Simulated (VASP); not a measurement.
A run of VASP 6.6.1:

INCAR

```
SYSTEM = TaN
PREC = Accurate
ENCUT = 700
EDIFF = 1E-6
ISMEAR = 0
SIGMA = 0.15
LREAL = .FALSE.
LASPH = .TRUE.
NELM = 120
ALGO = Normal
ISIF = 2
LWAVE = .FALSE.
LCHARG = .FALSE.
GGA = CA
NBANDS = 16
GGA_COMPAT = .FALSE.
```

File KPOINTS:

```
regular mesh
0
G
  18 18 18
  0 0 0
```

The input POSCAR:

```
TaN
1.0
    0.0000000000      2.2031871567      2.1742693740
    2.2031871567      0.0000000000      2.1742693740
    2.2031871567      2.2031871567      0.0000000000
Ta N
1 1
Direct
    0.4978193580      0.5021806420      0.5021806420
    0.0281703825     -0.0281703825     -0.0281703825
```

Potentials or basis: VASP PAW LDA potentials, release 64 (Ta_sv_GW, N).

Launch:

```sh
$ cat potpaw_LDA.64/Ta_sv_GW/POTCAR potpaw_LDA.64/N/POTCAR > POTCAR
$ mpirun -np 1 vasp_std > vasp.out
```

Hardware: 1 thread of Intel(R) Xeon(R) 6975P-C (Granite Rapids), on a shared host.

Task: How long does it take, and how much memory?

Result: Wall time 2.7 min on 1 thread of Intel(R) Xeon(R) 6975P-C (Granite Rapids) (shared host), peak memory 0.57 GiB. Counts: scf iterations 13, k points 865.
